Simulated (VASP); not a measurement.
# AlGaN2 (P-4m2) in VASP: further runs

AlGaN2 is run at these levels: r2SCAN; tasks: single point.

Everything below comes from runs of VASP 6.6.1. Logs are shortened: lines on timing, memory, paths and dates and some standing lists are left out, and cuts for length are marked.

## (1) The cell of the first run

Symmetry: P-4m2, No. 115, tetragonal system. Conventional cell: a = 3.313 Å, b = 3.313 Å, c = 3.968 Å, α = 90.00°, β = 90.00°, γ = 90.00°. Al (site symmetry -4m2) has 4 N at 1.91 Å within 2.5 Å. Ga (site symmetry -4m2) has 4 N at 1.95 Å within 2.6 Å. N (site symmetry 2mm) has 2 Al at 1.91 Å and 2 Ga at 1.95 Å within 2.5 Å.

## (2) Single point, r2SCAN

File POSCAR:

```
AlGaN2
1.0
    3.3132393782      0.0000000000      0.0000000000
    0.0000000000      3.3132393782      0.0000000000
    0.0000000000      0.0000000000      3.9682563831
Al Ga N
1 1 2
Direct
    0.5000000000      0.5000000000      0.5000000000
    0.0000000000      0.0000000000      0.0000000000
    0.5000000000      0.0000000000      0.7390831718
    0.0000000000      0.5000000000      0.2609168282
```

File INCAR.step1:

```
SYSTEM = AlGaN2
PREC     = Accurate       ! precision mode
ENCUT    = 520            ! plane-wave cutoff, eV
ISMEAR   = 0              ! smearing method
SIGMA    = 0.05           ! smearing width, eV
LREAL    = .False.        ! projectors in reciprocal space
LASPH    = .True.         ! aspherical terms in the spheres
NELM     = 80             ! most SCF steps
NBANDS   = 21             ! bands
GGA      = PE             ! functional
ALGO     = Normal         ! electronic algorithm
EDIFF    = 1E-4           ! SCF threshold, eV
LWAVE    = .True.         ! write WAVECAR
LCHARG   = .False.        ! write CHGCAR
```

File INCAR.step2:

```
SYSTEM = AlGaN2
PREC     = Accurate       ! precision mode
ENCUT    = 520            ! plane-wave cutoff, eV
EDIFF    = 1E-6           ! SCF threshold, eV
ISMEAR   = 0              ! smearing method
SIGMA    = 0.05           ! smearing width, eV
LREAL    = .False.        ! projectors in reciprocal space
LASPH    = .True.         ! aspherical terms in the spheres
NELM     = 80             ! most SCF steps
ALGO     = Normal         ! electronic algorithm
ISIF     = 2              ! what is computed and relaxed
LWAVE    = .False.        ! write WAVECAR
LCHARG   = .False.        ! write CHGCAR
METAGGA  = R2SCAN         ! meta-GGA
LMIXTAU  = .True.       
NBANDS   = 21             ! bands
ISTART   = 1
```

File KPOINTS:

```
Automatic mesh
0
Gamma
  8 8 6
  0 0 0
```

Potentials or basis: VASP PAW PBE potentials, release 64 (Al, Ga_d, N).

Launch:

```console
$ cat potpaw_PBE.64/Al/POTCAR potpaw_PBE.64/Ga_d/POTCAR potpaw_PBE.64/N/POTCAR > POTCAR
$ cp INCAR.step1 INCAR
$ mpirun -np 1 vasp_std > vasp.out
$ cp INCAR.step2 INCAR
$ mpirun -np 1 vasp_std > vasp.out
```

OUTCAR:

```text
SYSTEM = AlGaN2
   PREC = Accurate
   ENCUT = 520
   EDIFF = 1E-6
   ISMEAR = 0
   LREAL = .False.
   LASPH = .True.
   NELM = 80
   ISIF = 2
   METAGGA = R2SCAN
   ISTART = 1

 ion  position               nearest neighbor table
   1  0.500  0.500  0.500-   3 1.91   4 1.91   3 1.91   4 1.91   2 3.07   2 3.07   2 3.07   2 3.07
                             2 3.07   2 3.07   2 3.07   2 3.07
   2  0.000  0.000  0.000-   3 1.95   4 1.95   4 1.95   3 1.95   1 3.07   1 3.07   1 3.07   1 3.07
                             1 3.07   1 3.07   1 3.07   1 3.07
   3  0.500  0.000  0.739-   1 1.91   1 1.91   2 1.95   2 1.95
   4  0.000  0.500  0.261-   1 1.91   1 1.91   2 1.95   2 1.95

  LATTYP: Found a simple tetragonal cell.
 ALAT       =     3.3132393782
 C/A-ratio  =     1.1976968550

  Lattice vectors:

 A1 = (   3.3132393782,   0.0000000000,   0.0000000000)
 A2 = (   0.0000000000,   3.3132393782,   0.0000000000)
 A3 = (   0.0000000000,   0.0000000000,   3.9682563831)

Analysis of symmetry for initial positions (statically):
=====================================================================
 Subroutine PRICEL returns:
 Original cell was already a primitive cell.

 Routine SETGRP: Setting up the symmetry group for a
 simple tetragonal supercell.

 Subroutine GETGRP returns: Found  8 space group operations
 (whereof  8 operations were pure point group operations)
 out of a pool of 16 trial point group operations.

The static configuration has the point symmetry D_2d.

Analysis of symmetry for dynamics (positions and initial velocities):
=====================================================================
 Subroutine PRICEL returns:
 Original cell was already a primitive cell.

 Routine SETGRP: Setting up the symmetry group for a
 simple tetragonal supercell.

 Subroutine GETGRP returns: Found  8 space group operations
 (whereof  8 operations were pure point group operations)
 out of a pool of 16 trial point group operations.

The dynamic configuration has the point symmetry D_2d.

 Subroutine INISYM returns: Found  8 space group operations
 (whereof  8 operations are pure point group operations),
 and found     1 'primitive' translations

----------------------------------------------------------------------------------------

                                     Primitive cell

  volume of cell :      43.5618

  direct lattice vectors                    reciprocal lattice vectors
     3.313239378  0.000000000  0.000000000     0.301819424  0.000000000  0.000000000
     0.000000000  3.313239378  0.000000000     0.000000000  0.301819424  0.000000000
     0.000000000  0.000000000  3.968256383     0.000000000  0.000000000  0.251999847

  length of vectors
     3.313239378  3.313239378  3.968256383     0.301819424  0.301819424  0.251999847

  position of ions in fractional coordinates (direct lattice)
     0.500000000  0.500000000  0.500000000
     0.000000000  0.000000000  0.000000000
     0.500000000  0.000000000  0.739083172
     0.000000000  0.500000000  0.260916828

  ion indices of the primitive-cell ions
   primitive index   ion index
                 1           1
                 2           2
                 3           3
                 4           4

----------------------------------------------------------------------------------------

 KPOINTS: Automatic mesh

Automatic generation of k-mesh.
 Grid dimensions read from file:
 generate k-points for:    8    8    6

 Generating k-lattice:

  Cartesian coordinates                     Fractional coordinates (reciprocal lattice)
     0.037727428  0.000000000  0.000000000     0.125000000  0.000000000  0.000000000
     0.000000000  0.037727428  0.000000000     0.000000000  0.125000000  0.000000000
     0.000000000  0.000000000  0.041999974     0.000000000  0.000000000  0.166666667

  Length of vectors
     0.037727428  0.037727428  0.041999974

  Shift w.r.t. Gamma in fractional coordinates (k-lattice)
     0.000000000  0.000000000  0.000000000

 Subroutine IBZKPT returns following result:
[... 42 lines left out ...]
  energy-cutoff  :      520.00
  volume of cell :       43.56
 maximum number of plane-waves:      1200
 NGX is ok and might be reduce to    28

 number of electron      26.0000002 magnetization

 Free energy of the ion-electron system (eV)
  ---------------------------------------------------
  ext. energy  EPLUGINS =         0.00000000
  ---------------------------------------------------
  free energy    TOTEN  =       -40.82018545 eV

  energy without entropy =      -40.82018545  energy(sigma->0) =      -40.82018545

 E-fermi :   5.8450     XC(G=0): -12.0993

 val. band max:        5.6256782198   @ k =   0.0000   0.0000   0.0000
 cond. band min:       8.7394667566   @ k =   0.0000   0.0000   0.0000
 fundamental gap:      3.1137885368
 Fermi energy:         5.8450122423

 k-point     1 :       0.0000    0.0000    0.0000
  band No.  band energies     occupation
      1     -10.8412      2.00000
      2      -9.1924      2.00000
      3      -7.9597      2.00000
      4      -7.9597      2.00000
      5      -7.8973      2.00000
      6      -7.6948      2.00000
[... 13 lines left out ...]
     20      20.6468      0.00000
     21      20.6469      0.00000

 k-point     2 :       0.1250    0.0000    0.0000
  band No.  band energies     occupation
      1     -10.7180      2.00000
      2      -9.1977      2.00000
      3      -7.9577      2.00000
      4      -7.9484      2.00000
      5      -7.8868      2.00000
      6      -7.7044      2.00000
[... 13 lines left out ...]
     20      20.0391      0.00000
     21      20.1959      0.00000

 k-point     3 :       0.2500    0.0000    0.0000
  band No.  band energies     occupation
      1     -10.3814      2.00000
      2      -9.2297      2.00000
      3      -7.9531      2.00000
      4      -7.8989      2.00000
      5      -7.8449      2.00000
      6      -7.7274      2.00000
[... 13 lines left out ...]
     20      19.0307      0.00000
     21      19.5558      0.00000
[... 457 lines left out ...]
 k-point    23 :       0.3750    0.1250    0.1667
  band No.  band energies     occupation
      1      -9.8014      2.00000
      2      -9.3169      2.00000
      3      -7.9497      2.00000
      4      -7.8278      2.00000
      5      -7.7693      2.00000
      6      -7.5848      2.00000
[... 13 lines left out ...]
     20      19.0495      0.00000
     21      19.3394      0.00000

 k-point    24 :       0.5000    0.1250    0.1667
  band No.  band energies     occupation
      1      -9.5194      2.00000
      2      -9.4694      2.00000
      3      -7.9456      2.00000
      4      -7.8192      2.00000
      5      -7.7775      2.00000
      6      -7.2799      2.00000
[... 13 lines left out ...]
     20      18.9661      0.00000
     21      18.9844      0.00000

 [... further k-points ...]

------------------------ aborting loop because EDIFF is reached ----------------------------------------

  FORCE on cell =-STRESS in cart. coord.  units (eV):
  Direction    XX          YY          ZZ          XY          YZ          ZX
  --------------------------------------------------------------------------------------
  -------------------------------------------------------------------------------------
  Total       -1.8988732     -1.8988732      2.2180568      0.0000000      0.0000000      0.0000000
  in kB      -69.8395107    -69.8395107     81.5789084      0.0000000      0.0000000      0.0000000
  external PRESSURE =     -19.3667043 kB  Pullay stress =       0.0000000 kB

 VOLUME and BASIS-vectors are now :
 -----------------------------------------------------------------------------
  energy-cutoff  :      520.00
  volume of cell :       43.56
      direct lattice vectors                 reciprocal lattice vectors
     3.313239378  0.000000000  0.000000000     0.301819424  0.000000000  0.000000000
     0.000000000  3.313239378  0.000000000     0.000000000  0.301819424  0.000000000
     0.000000000  0.000000000  3.968256383     0.000000000  0.000000000  0.251999847

 POSITION                                       TOTAL-FORCE (eV/Angst)
 -----------------------------------------------------------------------------------
      1.65662      1.65662      1.98413         0.000000      0.000000      0.000000
      0.00000      0.00000      0.00000        -0.000000     -0.000000      0.000000
      1.65662      0.00000      2.93287         0.000000     -0.000000     -0.334659
      0.00000      1.65662      1.03538         0.000000     -0.000000      0.334659
 -----------------------------------------------------------------------------------
    total drift:                               -0.000000     -0.000000     -0.000000

  FREE ENERGIE OF THE ION-ELECTRON SYSTEM (eV)
  ---------------------------------------------------
  free  energy   TOTEN  =       -40.8201854489 eV

  energy  without entropy=      -40.8201854489  energy(sigma->0) =      -40.82018545
```

It took 4.7 min on 1 thread of Intel Xeon 8259CL, shared host; peak memory 0.21 GiB.

What came out:

| Item | Value |
| --- | --- |
| Free energy | -40.8202 eV |
| Pressure | -1.9 GPa |
| Largest force | 0.335 eV/Å |
| Band gap on the k mesh | 3.11 eV |

Forces in eV/Å, atoms in the order of the input:
```
Al   0.000  0.000  0.000
Ga   0.000  0.000  0.000
N    0.000  0.000 -0.335
N    0.000  0.000  0.335
```

Stress tensor (GPa, compression positive):
```
-6.98  0.00  0.00
 0.00 -6.98  0.00
 0.00  0.00  8.16
```

Levels at points of the mesh, in eV from the valence-band top:
| k point | band 10 | band 11 | band 12 | band 13 | band 14 | band 15 | band 16 | band 17 |
| --- | --- | --- | --- | --- | --- | --- | --- | --- |
| (0.00, 0.00, 0.00) | -3.37 | -0.33 | -0.33 | 0.00 | 3.11 | 3.58 | 6.34 | 11.97 |
| (0.50, 0.00, 0.00) | -2.49 | -2.27 | -1.80 | -1.57 | 6.99 | 7.27 | 7.78 | 8.18 |
| (0.50, 0.50, 0.00) | -2.01 | -2.00 | -2.00 | -1.86 | 4.12 | 4.12 | 7.97 | 9.95 |
| (0.00, 0.00, 0.50) | -2.28 | -2.28 | -1.66 | -1.66 | 6.10 | 6.41 | 7.64 | 8.75 |
| (0.50, 0.00, 0.50) | -1.73 | -1.30 | -0.69 | -0.17 | 5.14 | 6.46 | 9.55 | 9.99 |
| (0.50, 0.50, 0.50) | -4.22 | -3.57 | -3.50 | -3.50 | 7.82 | 7.82 | 9.46 | 10.59 |

Caveat: the PAW data sets were made with another functional, which shifts forces and pressure a little.

## (3) Single point, r2SCAN

This run uses another cell than the first one, of the same volume but with other edges.

File POSCAR:

```
AlGaN2
1.0
    2.9534664437      0.0000000000      0.0000000000
    0.0000000000      2.9534664437      0.0000000000
    0.0000000000      0.0000000000      4.9939164295
Al Ga N
1 1 2
Direct
    0.5000000000      0.5000000000      0.5000000000
    0.0000000000      0.0000000000      0.0000000000
    0.5000000000      0.0000000000      0.7390831718
    0.0000000000      0.5000000000      0.2609168282
```

File INCAR.step1:

```
SYSTEM = AlGaN2
PREC = Accurate
ENCUT = 520
ISMEAR = 0
SIGMA = 0.05
LREAL = .False.
LASPH = .True.
NELM = 100
NBANDS = 21
GGA = PE
ALGO = Normal
EDIFF = 1E-4
LWAVE = .True.
LCHARG = .False.
```

File INCAR.step2:

```
SYSTEM = AlGaN2
PREC = Accurate
ENCUT = 520
EDIFF = 1E-6
ISMEAR = 0
SIGMA = 0.05
LREAL = .False.
LASPH = .True.
NELM = 100
ALGO = Normal
ISIF = 2
LWAVE = .False.
LCHARG = .False.
METAGGA = R2SCAN
LMIXTAU = .True.
NBANDS = 21
ISTART = 1
```

KPOINTS is that of step 2.

Potentials or basis: VASP PAW PBE potentials, release 64 (Al, Ga_d, N).

Launch:

```console
$ cat potpaw_PBE.64/Al/POTCAR potpaw_PBE.64/Ga_d/POTCAR potpaw_PBE.64/N/POTCAR > POTCAR
$ cp INCAR.step1 INCAR
$ mpirun -np 1 vasp_std > vasp.out
$ cp INCAR.step2 INCAR
$ mpirun -np 1 vasp_std > vasp.out
```

Run time: 4.3 min. Hardware: 1 thread of Intel Xeon 8259CL, shared host; peak memory 0.21 GiB.

It converged, with:

```
Free energy            : -40.5130 eV
Pressure               : -1.5 GPa
Largest force          : 0.135 eV/Å
Band gap on the k mesh : 2.72 eV (least direct gap 2.76 eV)
```

Forces in eV/Å, atoms in the order of the input:
```
Al   0.000  0.000  0.000
Ga   0.000  0.000  0.000
N    0.000  0.000  0.135
N    0.000  0.000 -0.135
```

Stress tensor (GPa, compression positive):
```
 11.45   0.00   0.00
  0.00  11.45   0.00
  0.00   0.00 -27.43
```

Levels at points of the mesh, in eV from the valence-band top:
```csv
k point,band 10,band 11,band 12,band 13,band 14,band 15,band 16,band 17
"(0.00, 0.00, 0.00)",-1.74,-1.32,-0.04,-0.04,2.72,4.58,9.89,11.30
"(0.50, 0.00, 0.00)",-4.15,-4.03,-0.59,-0.17,7.11,7.18,8.60,9.65
"(0.50, 0.50, 0.00)",-3.12,-3.12,-3.08,-3.07,3.20,3.20,5.47,8.43
"(0.00, 0.00, 0.50)",-1.24,-1.24,-0.67,-0.67,5.28,5.59,7.47,10.43
"(0.50, 0.00, 0.50)",-2.02,-1.99,-0.59,-0.13,4.34,5.53,9.79,10.02
"(0.50, 0.50, 0.50)",-4.27,-3.64,-3.60,-3.60,5.50,5.50,8.35,8.74
```

Caveat: the PAW data sets were made with another functional, which shifts forces and pressure a little. A k mesh can miss the band edges.

## (4) Single point, r2SCAN

This run uses another cell than the first one, of the same volume but with other edges.

File POSCAR:

```
AlGaN2
1.0
    3.2269817837      0.0000000000      0.0000000000
    0.0000000000      3.2269817837      0.0000000000
    0.0000000000      0.0000000000      4.1832355985
Al Ga N
1 1 2
Direct
    0.5000000000      0.5000000000      0.5000000000
    0.0000000000      0.0000000000      0.0000000000
    0.5000000000      0.0000000000      0.7390831718
    0.0000000000      0.5000000000      0.2609168282
```

File INCAR.step1:

```
SYSTEM = AlGaN2
ALGO     = Normal         ! electronic algorithm
EDIFF    = 1E-4           ! SCF threshold, eV
ENCUT    = 520            ! plane-wave cutoff, eV
GGA      = PE             ! functional
ISMEAR   = 0              ! smearing method
LASPH    = .True.         ! aspherical terms in the spheres
LCHARG   = .False.        ! write CHGCAR
LREAL    = .False.        ! projectors in reciprocal space
LWAVE    = .True.         ! write WAVECAR
NBANDS   = 21             ! bands
NELM     = 80             ! most SCF steps
PREC     = Accurate       ! precision mode
SIGMA    = 0.05           ! smearing width, eV
```

File INCAR.step2:

```
SYSTEM = AlGaN2
ALGO     = Normal         ! electronic algorithm
EDIFF    = 1E-7           ! SCF threshold, eV
ENCUT    = 520            ! plane-wave cutoff, eV
ISIF     = 2              ! what is computed and relaxed
ISMEAR   = 0              ! smearing method
ISTART   = 1            
LASPH    = .True.         ! aspherical terms in the spheres
LCHARG   = .False.        ! write CHGCAR
LMIXTAU  = .True.       
LREAL    = .False.        ! projectors in reciprocal space
LWAVE    = .False.        ! write WAVECAR
METAGGA  = R2SCAN         ! meta-GGA
NBANDS   = 21             ! bands
NELM     = 80             ! most SCF steps
PREC     = Accurate       ! precision mode
SIGMA    = 0.05           ! smearing width, eV
```

File KPOINTS:

```
k-points
0
Gamma
  8 8 6
  0 0 0
```

Launch:

```console
$ cat potpaw_PBE.64/Al/POTCAR potpaw_PBE.64/Ga_d/POTCAR potpaw_PBE.64/N/POTCAR > POTCAR
$ cp INCAR.step1 INCAR
$ mpirun -np 1 vasp_std > vasp.out
$ cp INCAR.step2 INCAR
$ mpirun -np 1 vasp_std > vasp.out
```

Run time: 2.8 min. Hardware: 1 thread of Intel Xeon 8259CL, shared host; peak memory 0.2 GiB.

Results (log left out):

- Free energy: -40.9981 eV
- Pressure: -0.3 GPa
- Largest force: 0.222 eV/Å
- Band gap on the k mesh: 3.35 eV

Forces on the atoms (eV/Å):
```
Al   0.000  0.000  0.000
Ga   0.000  0.000  0.000
N    0.000  0.000 -0.222
N    0.000  0.000  0.222
```

Stress tensor (GPa, compression positive):
```
-3.37  0.00  0.00
 0.00 -3.37  0.00
 0.00  0.00  5.94
```

Levels at points of the mesh, in eV from the valence-band top:
| k point | band 11 | band 12 | band 13 | band 14 | band 15 | band 16 |
| --- | --- | --- | --- | --- | --- | --- |
| (0.00, 0.00, 0.00) | -0.09 | -0.09 | 0.00 | 3.35 | 3.85 | 7.43 |
| (0.50, 0.00, 0.00) | -2.49 | -1.36 | -1.05 | 7.56 | 7.65 | 8.20 |
| (0.50, 0.50, 0.00) | -2.08 | -2.08 | -2.02 | 4.04 | 4.04 | 7.58 |
| (0.00, 0.00, 0.50) | -1.90 | -1.26 | -1.26 | 6.00 | 6.27 | 8.36 |
| (0.50, 0.00, 0.50) | -0.86 | -0.67 | -0.24 | 5.69 | 7.09 | 10.04 |
| (0.50, 0.50, 0.50) | -3.37 | -3.28 | -3.28 | 7.36 | 7.36 | 9.73 |

Caveat: the PAW data sets were made with another functional, which shifts forces and pressure a little.

## (5) Overview

```tsv
cell	gap on the mesh (eV)	pressure (GPa)	largest force (eV/Å)
a = 3.313, b = 3.313, c = 3.968 Å, 4 atoms	3.11	-1.9	0.33
a = 2.953, b = 2.953, c = 4.994 Å, 4 atoms	2.72	-1.5	0.14
a = 3.227, b = 3.227, c = 4.183 Å, 4 atoms	3.35	-0.3	0.22
```

Alike in all rows: task single point; level r2SCAN; potentials or basis VASP PAW PBE potentials, release 64 (Al, Ga_d, N); no spin polarisation; k mesh 8 × 8 × 6; cutoff (eV) 520; smearing gaussian 0.05 eV.

Caveats: the PAW data sets were made with another functional, which shifts forces and pressure a little.

Total energies depend on the potentials used, so only differences within one code and one set of settings carry meaning.
